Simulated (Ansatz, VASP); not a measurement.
**Two plane-wave programs on ScAl7N8**

```
Al Sc N
1.0
     6.30000    0.00000    0.00000
    -3.15000    5.45596    0.00000
     0.00000    0.00000    5.00000
Al Sc N
7 1 8
Direct
  0.33333 0.16667 0.50000
  0.16667 0.83333 0.00000
  0.33333 0.66667 0.50000
  0.66667 0.33333 0.00000
  0.83333 0.16667 0.50000
  0.66667 0.83333 0.00000
  0.83333 0.66667 0.50000
  0.16667 0.33333 0.00000
  0.16667 0.33333 0.38200
  0.33333 0.16667 0.88200
  0.16667 0.83333 0.38200
  0.33333 0.66667 0.88200
  0.66667 0.33333 0.38200
  0.83333 0.16667 0.88200
  0.66667 0.83333 0.38200
  0.83333 0.66667 0.88200
```

Alike in both runs: task relaxation of cell and atoms; functional PBE; k mesh 4 × 4 × 5; no spin polarisation.

```csv
,VASP,Ansatz
version,VASP 6.6.1,Ansatz 0.2.0
potentials or method,"VASP PAW PBE potentials, release 64 (Al, Sc_sv, N)","scalar-relativistic, plane waves, PAW"
plane-wave cutoff (eV),600,420
occupations,"gaussian, width 0.01 eV",fixed
valence electrons in the cell,72,72
```

Ansatz gave:

- gap on the k mesh at the Fermi level, each at its own relaxed structure (eV): 3.88
- relaxed volume (Å³/atom): 11.09
- relaxed cell length with the largest relative difference (Å): 6.371

Which values does VASP return?

gap on the k mesh at the Fermi level, each at its own relaxed structure (eV): 3.89; relaxed volume (Å³/atom): 11.08; relaxed cell length with the largest relative difference (Å): 6.368.
